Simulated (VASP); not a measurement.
The system is Pt.

```
Pt
1.0
     0.00000    1.99936    1.99936
     1.99936    0.00000    1.99936
     1.99936    1.99936    0.00000
Pt
1
Cartesian
  0.0000 0.0000 0.0000
```

Base run:

| Property | Result |
| --- | --- |
| Program | VASP 6.6.1 |
| Functional | PBE exchange alone |
| Potentials or basis | VASP PAW PBE potentials, release 64 (Pt) |
| Cutoff | 520 eV |
| k mesh | 12 × 12 × 12 |
| Occupations | fermi-dirac, width 0.05 eV |
| Spin | no spin polarisation |

Its results: band gap on the k mesh zero (band 5 reaches 12.42 eV, above the bottom of band 6 at 10.38 eV); pressure 24.1 GPa.

**Question.** The run is repeated on the same cell with these changes: functional from PBE exchange alone to r2SCAN; further incar settings from ALGO = Normal; EDIFF = 1e-07; NBANDS = 11 to ALGO = Normal; EDIFF = 1e-06; NBANDS = 11. What comes out?

**Answer.** Band gap on the k mesh zero (band 5 reaches 10.41 eV, above the bottom of band 6 at 8.26 eV); pressure -10.0 GPa.

Caveats: spin-orbit coupling is left out, which moves the levels of the heavy elements; the PAW data sets were made with another functional, which shifts forces and pressure a little (some runs).
